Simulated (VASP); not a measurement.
Set up this calculation in VASP 6.6.1, as the native input.

```yaml
Task: single point
Functional: PBEsol
Potentials_or_basis: VASP PAW PBE potentials, release 64 (Sn_d, Se)
Cutoff: 520 eV
k_mesh: 12 × 12 × 12
Occupations: gaussian, width 0.15 eV
Spin: no spin polarisation
Dipole_correction: no
Further_INCAR_settings: ALGO = Normal; EDIFF = 1e-06; NBANDS = 32
```

The structure of Sn3Se lies in POSCAR:

```
Sn3Se
1.0
    0.0000000000      3.6581854746      3.6581854746
    3.6581854746      0.0000000000      3.6581854746
    3.6581854746      3.6581854746      0.0000000000
Sn Se
3 1
Direct
    0.2500000000      0.2500000000      0.2500000000
    0.7500000000      0.7500000000      0.7500000000
    0.5000000000      0.5000000000      0.5000000000
    0.0615059027     -0.0615059027     -0.0615059027
```

This cell differs from its parent crystal: atom 4 (Se) moved -0.450 Å along Cartesian [1 0 0].

These files were run (other wordings do the same):

INCAR

```
SYSTEM = Sn3Se
PREC     = Accurate       ! precision mode
ENCUT    = 520            ! plane-wave cutoff, eV
EDIFF    = 1E-6           ! SCF threshold, eV
ISMEAR   = 0              ! smearing method
SIGMA    = 0.15           ! smearing width, eV
LREAL    = .False.        ! projectors in reciprocal space
LASPH    = .True.         ! aspherical terms in the spheres
NELM     = 80             ! most SCF steps
ALGO     = Normal         ! electronic algorithm
ISIF     = 2              ! what is computed and relaxed
LWAVE    = .False.        ! write WAVECAR
LCHARG   = .False.        ! write CHGCAR
GGA      = PS             ! functional
NBANDS   = 32             ! bands
```

KPOINTS

```
regular mesh
0
Gamma
  12 12 12
  0 0 0
```

Potentials or basis: VASP PAW PBE potentials, release 64 (Sn_d, Se).

Run with:

```bash
$ cat potpaw_PBE.64/Sn_d/POTCAR potpaw_PBE.64/Se/POTCAR > POTCAR
$ mpirun -np 1 vasp_std > vasp.out
```

It gave:

| Item | Value |
| --- | --- |
| Pressure | 1.9 GPa |
| Largest force | 0.563 eV/Å |
| Band gap on the k mesh | zero (bands 24 and 25 overlap by 1.99 eV) |

Caveat: the cell differs from its parent crystal (atom 4 (Se) moved -0.450 Å along Cartesian [1 0 0]); the PAW data sets were made with another functional, which shifts forces and pressure a little; spin-orbit coupling is left out, which moves the levels of the heavy elements.

Wall time 3.4 min on 1 thread of Intel(R) Xeon(R) 6975P-C (Granite Rapids), on a shared host, peak memory 0.54 GiB.
